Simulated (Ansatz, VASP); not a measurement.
**Two plane-wave programs on MgO**

File INCAR:

```
PREC = Accurate
ENCUT = 520
EDIFF = 1E-7
ISMEAR = 0
SIGMA = 0.05
LREAL = F
LASPH = T
NELM = 100
ALGO = Normal
ISIF = 2
LWAVE = F
LCHARG = F
GGA = PS
NBANDS = 11
```

Contents of KPOINTS:

```
regular mesh
0
Gamma
  10 10 10
```

The input POSCAR:

```
MgO
1.0
    0.0000000000      2.1351500000      2.1351500000
    2.1351500000      0.0000000000      2.1351500000
    2.1351500000      2.1351500000      0.0000000000
Mg O
1 1
Direct
    0.0000000000      0.0000000000      0.0000000000
    0.4970728052      0.4970728052      0.5029271948
```

Input for Ansatz:

```yaml
crystal:
  lattice:
    - [0.0, 2.13515, 2.13515]
    - [2.13515, 0.0, 2.13515]
    - [2.13515, 2.13515, 0.0]
  atoms:
    - { symbol: Mg, position: [0.0, 0.0, 0.0] }
    - { symbol: O, position: [0.4970728052, 0.4970728052, 0.5029271948] }
basis:
  ecutwfc: 420
kpoints:
  mp_grid: { grid: [10, 10, 10] }
hamiltonian:
  xc: pbesol
scf:
  occupations: { method: gaussian, width: 0.05 }
output:
  forces: true
  stress: true
  eigenvalues: true
```

Change from the starting cell: all O atoms moved +0.013 Å, as atom 2 towards its neighbour atom 1 (Mg) at 2.135 Å.

Alike in both runs: task single point; functional PBEsol; k mesh 10 × 10 × 10; occupations gaussian, width 0.05 eV; no spin polarisation.

|  | VASP | Ansatz |
| --- | --- | --- |
| version | VASP 6.6.1 | Ansatz 0.2.0 |
| potentials or method | VASP PAW PBE potentials, release 64 (Mg, O), cutoff 520 eV | scalar-relativistic, plane waves, PAW |
| valence electrons in the cell | 8 | 16 |

|  | VASP | Ansatz | Ansatz less VASP |
| --- | --- | --- | --- |
| gap on the k mesh at the Fermi level (eV) | 4.25 | 4.25 | 0.000 |
| least direct gap on the mesh (eV) | 4.25 | 4.25 | 0.000 |
| pressure (GPa) | -6.3 | -5.7 | +0.55 |
| rms of the force components (eV/Å) | 0.032 | 0.032 | -0.0003 |

VASP's potentials were made for PBE, not for PBEsol. Atom by atom the forces differ by 0.000 eV/Å (rms over components). VASP's potentials hold 8 valence electrons a cell and Ansatz's 16, so a difference there can come from the potentials and not from the codes.
